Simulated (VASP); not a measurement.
Here is a VASP 6.6.1 calculation.

File POSCAR:

```
BaTiO3
1.0
    3.9727519242      0.0000000000      0.0000000000
    0.0000000000      3.9727519242      0.0000000000
    0.0000000000      0.0000000000      3.9880681760
Ba Ti O
1 1 3
Direct
    0.5000000000      0.5000000000      0.5785671803
    0.0000000000      0.0000000000      0.0918967475
    0.0000000000      0.5000000000      0.0659806876
    0.5000000000      0.0000000000      0.0659806876
    0.0000000000      0.0000000000      0.5575716869
```

File INCAR.step1:

```
ALGO = Normal
EDIFF = 1E-4
ENCUT = 520
GGA = PE
ISMEAR = 0
LASPH = T
LCHARG = F
LREAL = F
LWAVE = T
NBANDS = 28
NELM = 80
PREC = Accurate
SIGMA = 0.02
```

The input INCAR.step2:

```
ALGO = Normal
EDIFF = 1E-7
ENCUT = 520
ISIF = 2
ISMEAR = 0
ISTART = 1
LASPH = T
LCHARG = F
LMIXTAU = T
LREAL = F
LWAVE = F
METAGGA = R2SCAN
NBANDS = 28
NELM = 80
PREC = Accurate
SIGMA = 0.02
```

KPOINTS

```
k-points
0
Gamma
  8 8 8
```

Potentials or basis: VASP PAW PBE potentials, release 64 (Ba_sv, Ti_sv, O).

Run with:

```sh
$ cat potpaw_PBE.64/Ba_sv/POTCAR potpaw_PBE.64/Ti_sv/POTCAR potpaw_PBE.64/O/POTCAR > POTCAR
$ cp INCAR.step1 INCAR
$ mpirun -np 1 vasp_std > vasp.out
$ cp INCAR.step2 INCAR
$ mpirun -np 1 vasp_std > vasp.out
```

**Question.** What does it give for the largest force?

**Answer.** 0.114 eV/Å.

**Question.** Predict the pressure.

**Answer.** 5.6 GPa.

**Question.** Estimate the band gap on the k mesh.

**Answer.** 2.22 eV (least direct gap 2.53 eV).

Forces in eV/Å, atoms in the order of the input:
```
Ba   0.000  0.000 -0.021
Ti   0.000  0.000 -0.113
O    0.000  0.000  0.010
O    0.000  0.000  0.010
O    0.000  0.000  0.114
```

Caveat: the cell stands under pressure; the PAW data sets were made with another functional, which shifts forces and pressure a little; spin-orbit coupling is left out, which moves the levels of the heavy elements. A k mesh can miss the band edges.
